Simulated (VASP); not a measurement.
# CdTe (rocksalt type) (Fm-3m) in VASP: notebook, part 2 of 2

VASP 6.6.1. The steps go on from the part before.

**4. Single point, LDA (16.69 Å³/atom)**

This run uses another cell than the first one, of 16.69 Å³/atom.

Input file INCAR:

```
PREC = Accurate
ENCUT = 520
EDIFF = 1E-7
ISMEAR = -1
SIGMA = 0.05
LREAL = False
LASPH = True
NELM = 100
ALGO = Normal
ISIF = 2
LWAVE = False
LCHARG = False
GGA = CA
NBANDS = 16
```

Input file KPOINTS:

```
Automatic mesh
0
Gamma
  13 13 13
```

Input file POSCAR:

```
CdTe
1.0
    0.0000000000      2.5556584438      2.5556584438
    2.5556584438      0.0000000000      2.5556584438
    2.5556584438      2.5556584438      0.0000000000
Cd Te
1 1
Direct
    0.0000000000      0.0000000000      0.0000000000
    0.5000000000      0.5000000000      0.5000000000
```

Potentials or basis: VASP PAW LDA potentials, release 64 (Cd, Te).

Launch:

```bash
$ cat potpaw_LDA.64/Cd/POTCAR potpaw_LDA.64/Te/POTCAR > POTCAR
$ mpirun -np 1 vasp_std > vasp.out
```

OUTCAR:

```text
PREC = Accurate
   ENCUT = 520
   EDIFF = 1E-7
   ISMEAR = -1
   LREAL = False
   LASPH = True
   NELM = 100
   ISIF = 2
   GGA = CA

 ion  position               nearest neighbor table
   1  0.000  0.000  0.000-   2 2.56   2 2.56   2 2.56   2 2.56   2 2.56   2 2.56
   2  0.500  0.500  0.500-   1 2.56   1 2.56   1 2.56   1 2.56   1 2.56   1 2.56

  LATTYP: Found a face centered cubic cell.
 ALAT       =     5.1113168876

  Lattice vectors:

 A1 = (   0.0000000000,   2.5556584438,   2.5556584438)
 A2 = (   2.5556584438,   0.0000000000,   2.5556584438)
 A3 = (   2.5556584438,   2.5556584438,   0.0000000000)

Analysis of symmetry for initial positions (statically):
=====================================================================
 Subroutine PRICEL returns:
 Original cell was already a primitive cell.

 Routine SETGRP: Setting up the symmetry group for a
 face centered cubic supercell.

 Subroutine GETGRP returns: Found 48 space group operations
 (whereof 48 operations were pure point group operations)
 out of a pool of 48 trial point group operations.

The static configuration has the point symmetry O_h .

Analysis of symmetry for dynamics (positions and initial velocities):
=====================================================================
 Subroutine PRICEL returns:
 Original cell was already a primitive cell.

 Routine SETGRP: Setting up the symmetry group for a
 face centered cubic supercell.

 Subroutine GETGRP returns: Found 48 space group operations
 (whereof 48 operations were pure point group operations)
 out of a pool of 48 trial point group operations.

The dynamic configuration has the point symmetry O_h .

 Subroutine INISYM returns: Found 48 space group operations
 (whereof 48 operations are pure point group operations),
 and found     1 'primitive' translations

----------------------------------------------------------------------------------------

                                     Primitive cell

  volume of cell :      33.3840

  direct lattice vectors                    reciprocal lattice vectors
     0.000000000  2.555658444  2.555658444    -0.195644297  0.195644297  0.195644297
     2.555658444  0.000000000  2.555658444     0.195644297 -0.195644297  0.195644297
     2.555658444  2.555658444  0.000000000     0.195644297  0.195644297 -0.195644297

  length of vectors
     3.614246832  3.614246832  3.614246832     0.338865863  0.338865863  0.338865863

  position of ions in fractional coordinates (direct lattice)
     0.000000000  0.000000000  0.000000000
     0.500000000  0.500000000  0.500000000

  ion indices of the primitive-cell ions
   primitive index   ion index
                 1           1
                 2           2

----------------------------------------------------------------------------------------

 KPOINTS: Automatic mesh

Automatic generation of k-mesh.
 Grid dimensions read from file:
 generate k-points for:   13   13   13

 Generating k-lattice:

  Cartesian coordinates                     Fractional coordinates (reciprocal lattice)
    -0.015049561  0.015049561  0.015049561     0.076923077  0.000000000  0.000000000
     0.015049561 -0.015049561  0.015049561     0.000000000  0.076923077  0.000000000
     0.015049561  0.015049561 -0.015049561     0.000000000  0.000000000  0.076923077

  Length of vectors
     0.026066605  0.026066605  0.026066605

  Shift w.r.t. Gamma in fractional coordinates (k-lattice)
     0.000000000  0.000000000  0.000000000

 Subroutine IBZKPT returns following result:
 ===========================================

 Found     84 irreducible k-points:

 Following reciprocal coordinates:
            Coordinates               Weight
  0.000000  0.000000  0.000000      1.000000
  0.076923  0.000000  0.000000      8.000000
  0.153846  0.000000  0.000000      8.000000
  0.230769  0.000000  0.000000      8.000000
  0.307692  0.000000  0.000000      8.000000
  0.384615  0.000000  0.000000      8.000000
[... 16 lines left out ...]
  0.384615  0.153846  0.000000     24.000000
  0.461538  0.153846  0.000000     24.000000
 [... further k-points ...]
   k-points           NKPTS =     84   k-points in BZ     NKDIM =     84   number of bands    NBANDS=     16
   number of dos      NEDOS =    301   number of ions     NIONS =      2
   total plane-waves  NPLWV =  21952
   dimension x,y,z NGX =    28 NGY =   28 NGZ =   28
   dimension x,y,z NGXF=    56 NGYF=   56 NGZF=   56
   ions per type =               1   1
   NGX,Y,Z   is equivalent  to a cutoff of  12.88, 12.88, 12.88 a.u.
   NGXF,Y,Z  is equivalent  to a cutoff of  25.76, 25.76, 25.76 a.u.
 SYSTEM =  unknown system
   PREC   = accura    normal or accurate (medium, high low for compatibility)
   ISTART =      0    job   : 0-new  1-cont  2-samecut
   ICHARG =      2    charge: 1-file 2-atom 10-const
   ISPIN  =      1    spin polarized calculation?
   LNONCOLLINEAR =      F non collinear calculations
   LSORBIT =      F    spin-orbit coupling
   LASPH  =      T    aspherical Exc in radial PAW
   ENCUT  =  520.0 eV  38.22 Ry    6.18 a.u.   6.72  6.72  6.72*2*pi/ulx,y,z
   NELM   =    100;   NELMIN=  2; NELMDL= -5     # of ELM steps
   EDIFF  = 0.1E-06   stopping-criterion for ELM
   LREAL  =      F    real-space projection
   EDIFFG = 0.1E-05   stopping-criterion for IOM
   NSW    =      0    number of steps for IOM
   IBRION =     -1    ionic relax: 0-MD 1-quasi-New 2-CG
   NFREE  =      0    steps in history (QN), initial steepest desc. (CG)
   ISIF   =      2    stress and relaxation
   ISYM   =      2    0-nonsym 1-usesym 2-fastsym
   POTIM  = 0.5000    time-step for ionic-motion
   TEBEG  =    0.0;   TEEND  =   0.0 temperature during run
   PSTRESS=    0.0 pullay stress
   NELECT =      18.0000    total number of electrons
   NUPDOWN=      -1.0000    fix difference up-down
   EMIN   =  10.00;   EMAX   =-10.00  energy-range for DOS
   EFERMI =   0.00;   METHOD = LEGACY
   ISMEAR =    -1;   SIGMA  =   0.05  broadening in eV -4-tet -1-fermi 0-gaus
   EFERMI_NEDOS =   21; number of points for ismear=-14 and -15
   IALGO  =     38    algorithm
   IMIX   =      4    mixing-type and parameters
     AMIX     =   0.40;   BMIX     =  1.00
     AMIX_MAG =   1.60;   BMIX_MAG =  1.00
  volume/ion in A,a.u.               =      16.69       112.64
  Fermi-wavevector in a.u.,A,eV,Ry     =   1.332456  2.517977 24.156312  1.775439
  Thomas-Fermi vector in A             =   2.461389
   LORBIT       =      0    0 simple, 1 ext, 2 COOP (PROOUT), +10 PAW based schemes
   GGA     = CA    functional components
   LHFCALC =     F    Hartree Fock is set to
   AEXX    =    0.0000 exact exchange contribution
   IVDW    =     0    specifies the selected vdW correction
   LEPSILON=     F    determine dielectric tensor
   LRPA    =     F    only Hartree local field effects (RPA)
 non-spin polarized calculation
  energy-cutoff  :      520.00
  volume of cell :       33.38
 maximum number of plane-waves:       914
   NGX = 13   NGY = 13   NGZ = 13

 number of electron      18.0000006 magnetization

 Free energy of the ion-electron system (eV)
  ---------------------------------------------------
  ext. energy  EPLUGINS =         0.00000000
  ---------------------------------------------------
  free energy    TOTEN  =        -2.55891740 eV

  energy without entropy =       -2.55568798  energy(sigma->0) =       -2.55730269

 E-fermi :  11.2728     XC(G=0): -12.6353

 val. band max:       11.2431942781   @ k =  -0.2308   0.2308   0.0000
 cond. band min:      11.2962768576   @ k =   0.4615   0.3077   0.0000
 fundamental gap:      0.0530825795
 Fermi energy:        11.2728456887

 k-point     1 :       0.0000    0.0000    0.0000
  band No.  band energies     occupation
      1      -5.4245      2.00000
      2       0.4374      2.00000
      3       0.4374      2.00000
      4       0.4622      2.00000
      5       0.4622      2.00000
      6       0.4622      2.00000
[... 8 lines left out ...]
     15      20.0737      0.00000
     16      20.0737      0.00000

 k-point     2 :       0.0769    0.0000    0.0000
  band No.  band energies     occupation
      1      -5.3235      2.00000
      2       0.3963      2.00000
      3       0.3963      2.00000
      4       0.4436      2.00000
      5       0.4794      2.00000
      6       0.4794      2.00000
[... 8 lines left out ...]
     15      19.6382      0.00000
     16      19.6382      0.00000
[... 387 lines left out ...]
      5       0.7542      2.00000
      6       0.8001      2.00000
[... 8 lines left out ...]
     15      23.3315      0.00000
     16      23.8520      0.00000

 k-point    24 :       0.4615    0.1538    0.0000
  band No.  band energies     occupation
      1      -2.9720      2.00000
      2      -0.2604      2.00000
      3      -0.0282      2.00000
      4       0.1286      2.00000
      5       0.8425      2.00000
      6       0.8724      2.00000
[... 8 lines left out ...]
     15      24.1162      0.00000
     16      25.2579      0.00000

 [... further k-points ...]
[... 5 lines left out ...]
  --------------------------------------------------------------------------------------
  -------------------------------------------------------------------------------------
  Total       17.8119830     17.8119830     17.8119830      0.0000000      0.0000000     -0.0000000
  in kB      854.8391928    854.8391928    854.8391928      0.0000000      0.0000000     -0.0000000
  external PRESSURE =     854.8391928 kB  Pullay stress =       0.0000000 kB

 VOLUME and BASIS-vectors are now :
 -----------------------------------------------------------------------------
  energy-cutoff  :      520.00
  volume of cell :       33.38
      direct lattice vectors                 reciprocal lattice vectors
     0.000000000  2.555658444  2.555658444    -0.195644297  0.195644297  0.195644297
     2.555658444  0.000000000  2.555658444     0.195644297 -0.195644297  0.195644297
     2.555658444  2.555658444  0.000000000     0.195644297  0.195644297 -0.195644297

 POSITION                                       TOTAL-FORCE (eV/Angst)
 -----------------------------------------------------------------------------------
      0.00000      0.00000      0.00000         0.000000      0.000000      0.000000
      2.55566      2.55566      2.55566        -0.000000     -0.000000     -0.000000
 -----------------------------------------------------------------------------------
    total drift:                               -0.000000      0.000000      0.000000

  FREE ENERGIE OF THE ION-ELECTRON SYSTEM (eV)
  ---------------------------------------------------
  free  energy   TOTEN  =        -2.5589174040 eV

  energy  without entropy=       -2.5556879769  energy(sigma->0) =       -2.55730269
```

OSZICAR:

```text
N       E                     dE             d eps       ncg     rms          rms(c)
DAV:   1     0.113067088663E+03    0.11307E+03   -0.92054E+03  2752   0.108E+03
DAV:   2     0.107748334464E+00   -0.11296E+03   -0.10753E+03  3200   0.267E+02
DAV:   3    -0.291147500406E+01   -0.30192E+01   -0.30053E+01  3392   0.447E+01
DAV:   4    -0.292714087642E+01   -0.15666E-01   -0.15665E-01  3256   0.337E+00
DAV:   5    -0.292732756158E+01   -0.18669E-03   -0.18668E-03  3424   0.360E-01    0.206E+01
DAV:   6    -0.260736667372E+01    0.31996E+00   -0.45048E-01  3408   0.124E+01    0.142E+01
DAV:   7    -0.256344464082E+01    0.43922E-01   -0.21314E-01  3248   0.378E+00    0.200E+00
DAV:   8    -0.255942136864E+01    0.40233E-02   -0.27445E-02  3056   0.243E+00    0.105E+00
DAV:   9    -0.255892389048E+01    0.49748E-03   -0.32166E-03  3336   0.471E-01    0.136E-01
DAV:  10    -0.255892136898E+01    0.25215E-05   -0.77845E-05  3328   0.116E-01    0.397E-02
DAV:  11    -0.255891748222E+01    0.38868E-05   -0.14455E-05  3200   0.402E-02    0.933E-03
DAV:  12    -0.255891748336E+01   -0.11330E-08   -0.16546E-06  3512   0.193E-02    0.531E-03
DAV:  13    -0.255891740396E+01    0.79398E-07   -0.25981E-07  3192   0.733E-03
   1 F= -.25589174E+01 E0= -.25573027E+01  d E =-.322943E-02
```

It took 44 s on 1 thread of Intel Xeon 8259CL, shared host; peak memory 0.18 GiB.

Results:

```
Free energy            : -2.5589 eV
Pressure               : 85.5 GPa
Band gap on the k mesh : zero (bands 9 and 10 overlap by 2.08 eV)
```

Levels at points of the mesh, in eV from the Fermi level:
| k point | band 6 | band 7 | band 8 | band 9 | band 10 | band 11 | band 12 | band 13 |
| --- | --- | --- | --- | --- | --- | --- | --- | --- |
| (0.00, 0.00, 0.00) | -10.81 | -1.28 | -1.28 | -1.28 | 4.19 | 6.23 | 7.20 | 7.20 |

Caveat: the cell stands under pressure; spin-orbit coupling is left out, which moves the levels of the heavy elements.

**5. Single point, LDA (16.69 Å³/atom)**

This run uses another cell than the first one, of 16.69 Å³/atom.

Input file INCAR:

```
SYSTEM = CdTe
PREC     = Accurate       ! precision mode
ENCUT    = 520            ! plane-wave cutoff, eV
EDIFF    = 1E-6           ! SCF threshold, eV
ISMEAR   = -1             ! smearing method
SIGMA    = 0.05           ! smearing width, eV
LREAL    = .False.        ! projectors in reciprocal space
LASPH    = .True.         ! aspherical terms in the spheres
NELM     = 100            ! most SCF steps
ALGO     = Normal         ! electronic algorithm
ISIF     = 2              ! what is computed and relaxed
LWAVE    = .False.        ! write WAVECAR
LCHARG   = .False.        ! write CHGCAR
GGA      = CA             ! functional
NBANDS   = 16             ! bands
```

Input file KPOINTS:

```
Automatic mesh
0
Gamma
  13 13 13
  0 0 0
```

POSCAR is that of step 4.

Launch:

```bash
$ cat potpaw_LDA.64/Cd/POTCAR potpaw_LDA.64/Te/POTCAR > POTCAR
$ mpirun -np 1 vasp_std > vasp.out
```

Run time: 42 s. Hardware: 1 thread of Intel Xeon 8259CL, shared host; peak memory 0.17 GiB.

Results (log left out):

```
Free energy            : -2.5589 eV
Pressure               : 85.5 GPa
Band gap on the k mesh : zero (bands 9 and 10 overlap by 2.08 eV)
```

Levels at points of the mesh, in eV from the Fermi level:
| k point | band 5 | band 6 | band 7 | band 8 | band 9 | band 10 | band 11 | band 12 | band 13 | band 14 |
| --- | --- | --- | --- | --- | --- | --- | --- | --- | --- | --- |
| (0.00, 0.00, 0.00) | -10.81 | -10.81 | -1.28 | -1.28 | -1.28 | 4.19 | 6.23 | 7.20 | 7.20 | 7.20 |

Caveat: the cell stands under pressure; spin-orbit coupling is left out, which moves the levels of the heavy elements.

**6. Single point, LDA (18.78 Å³/atom)**

This run uses another cell than the first one, of 18.78 Å³/atom.

Input file INCAR:

```
SYSTEM = CdTe
  PREC = Accurate
  ENCUT = 520
  EDIFF = 1E-6
  ISMEAR = -1
  SIGMA = 0.05
  LREAL = .FALSE.
  LASPH = .TRUE.
  NELM = 80
  ALGO = Normal
  ISIF = 2
  LWAVE = .FALSE.
  LCHARG = .FALSE.
  GGA = CA
  NBANDS = 16
```

Input file KPOINTS:

```
regular mesh
0
G
  13 13 13
  0 0 0
```

Input file POSCAR:

```
CdTe
1.0
    0.0000000000      2.6579918931      2.6579918931
    2.6579918931      0.0000000000      2.6579918931
    2.6579918931      2.6579918931      0.0000000000
Cd Te
1 1
Direct
    0.0000000000      0.0000000000      0.0000000000
    0.5000000000      0.5000000000      0.5000000000
```

Potentials or basis: VASP PAW LDA potentials, release 64 (Cd, Te).

Launch:

```bash
$ cat potpaw_LDA.64/Cd/POTCAR potpaw_LDA.64/Te/POTCAR > POTCAR
$ mpirun -np 1 vasp_std > vasp.out
```

Run time: 54 s. Hardware: 1 thread of Intel Xeon 8259CL, shared host; peak memory 0.18 GiB.

Results (log left out):

- Free energy: -4.2436 eV
- Pressure: 47.4 GPa
- Band gap on the k mesh: zero (bands 9 and 10 overlap by 1.96 eV)

Levels at points of the mesh, in eV from the Fermi level:
| k point | band 5 | band 6 | band 7 | band 8 | band 9 | band 10 | band 11 | band 12 | band 13 | band 14 |
| --- | --- | --- | --- | --- | --- | --- | --- | --- | --- | --- |
| (0.00, 0.00, 0.00) | -9.94 | -9.94 | -1.05 | -1.05 | -1.05 | 3.00 | 6.95 | 7.20 | 7.20 | 7.20 |

Caveat: the cell stands under pressure; spin-orbit coupling is left out, which moves the levels of the heavy elements.

**7. The runs side by side**

```csv
cell,gap on the mesh (eV),pressure (GPa)
"a = 3.436 Å, angles 60.0°, 2 atoms",none,165.2
"a = 3.614 Å, angles 60.0°, 2 atoms",none,85.5
"a = 3.759 Å, angles 60.0°, 2 atoms",none,47.4
```

Alike in all rows: task single point; level LDA; potentials or basis VASP PAW LDA potentials, release 64 (Cd, Te); no spin polarisation; k mesh 13 × 13 × 13; cutoff (eV) 520; smearing fermi-dirac 0.05 eV.

Caveats: the cell stands under pressure; spin-orbit coupling is left out, which moves the levels of the heavy elements.

Absolute energies hang on the potentials; compare differences alone.
